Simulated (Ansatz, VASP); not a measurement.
## Two plane-wave programs on Cu

```
Cu
1.0
     1.21480   -3.95985    0.00000
     1.21480    3.95985    0.00000
     0.00000    0.00000    2.46771
Cu
2
Direct
  0.13385 0.86615 0.25000
  0.86615 0.13385 0.75000
```

Alike in both runs: functional PBEsol; k mesh 18 × 18 × 16; occupations gaussian, width 0.1 eV; no spin polarisation.

Ansatz relaxed the structure, and its values are those at the end. VASP's run is a single point on that final structure, the one shown.

|  | VASP | Ansatz |
| --- | --- | --- |
| version | VASP 6.6.1 | Ansatz 0.2.0 |
| potentials or method | VASP PAW PBE potentials, release 64 (Cu), cutoff 520 eV | scalar-relativistic, plane waves, PAW |
| valence electrons in the cell | 22 | 38 |

|  | VASP | Ansatz | Ansatz less VASP |
| --- | --- | --- | --- |
| gap on the k mesh at the Fermi level (eV) | none | none | - |
| pressure (GPa) | 0.7 | 0.0 | -0.71 |

VASP's potentials were made for PBE, not for PBEsol. A gap of «none» marks a metal or a gap that the smearing closes. VASP's potentials hold 22 valence electrons a cell and Ansatz's 38, so a difference there can come from the potentials and not from the codes.
